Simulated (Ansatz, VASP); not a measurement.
## Two plane-wave programs on CuAu

The input POSCAR:

```
CuAu
1.0
    2.8000000000      0.0000000000      0.0000000000
    0.0000000000      2.8000000000      0.0000000000
    0.0000000000      0.0000000000      3.6700000000
Cu Au
1 1
Direct
    0.5000000000      0.5000000000      0.5000000000
    0.0000000000      0.0000000000      0.0000000000
```

Contents of INCAR.step1:

```
PREC = Accurate
ENCUT = 520
ISMEAR = -1
SIGMA = 0.05
LREAL = False
LASPH = True
NELM = 100
NBANDS = 18
GGA = PE
ALGO = Normal
EDIFF = 1E-4
LWAVE = True
LCHARG = False
```

Contents of INCAR.step2:

```
PREC = Accurate
ENCUT = 520
EDIFF = 1E-8
ISMEAR = -1
SIGMA = 0.05
LREAL = False
LASPH = True
NELM = 100
ALGO = Normal
ISIF = 2
LWAVE = False
LCHARG = False
METAGGA = R2SCAN
LMIXTAU = True
LEFG = True
NBANDS = 18
ISTART = 1
```

The input KPOINTS:

```
Automatic mesh
0
Gamma
  13 13 10
```

Input for Ansatz:

```yaml
crystal:
  lattice:
    - [2.8, 0.0, 0.0]
    - [0.0, 2.8, 0.0]
    - [0.0, 0.0, 3.67]
  atoms:
    - { symbol: Cu, position: [0.5, 0.5, 0.5] }
    - { symbol: Au, position: [0.0, 0.0, 0.0] }
kpoints:
  mp_grid: { grid: [13, 13, 10] }
  band_path:
    path:
      - [0.0, 0.0, 0.0]
      - [0.0, 0.5, 0.0]
      - [0.5, 0.5, 0.0]
      - [0.0, 0.0, 0.0]
      - [0.0, 0.0, 0.5]
      - [0.0, 0.5, 0.5]
      - [0.5, 0.5, 0.5]
      - [0.0, 0.0, 0.5]
      - [0.0, 0.5, 0.0]
    npoints: 5
scf:
  occupations: { method: fermi_dirac, width: 0.05 }
hamiltonian:
  xc: r2scan
  pseudopotentials: { kind: paw }
output:
  forces: true
  stress: true
  eigenvalues: true
  efg: { contact_densities: true }
```

Alike in both runs: task electric field gradients; functional r2SCAN; k mesh 13 × 13 × 10; occupations fermi-dirac, width 0.05 eV; no spin polarisation.

```csv
,VASP,Ansatz
version,VASP 6.6.1,Ansatz 0.2.0
potentials or method,"VASP PAW PBE potentials, release 64 (Cu, Au)","PAW with Ansatz's default frozen-core files, scalar-relativistic"
plane-wave cutoff (eV),520,500
valence electrons in the cell,22,38
```

Ansatz gave:

| Quantity | Value |
| --- | --- |
| pressure (GPa) | 1.7 |
| traceless stress, the component that is largest in VASP (GPa) | -0.02 |
| size of Vzz on the site where it differs most (V/Å²) | 61.7 |

Estimate VASP's values.

pressure (GPa): 2.1; traceless stress, the component that is largest in VASP (GPa): 0.05; size of Vzz on the site where it differs most (V/Å²): 78.5.

VASP's potentials were made for PBE, not for r2SCAN. VASP's potentials hold 22 valence electrons a cell and Ansatz's 38, so a difference there can come from the potentials and not from the codes.

Spin-orbit coupling is off throughout.
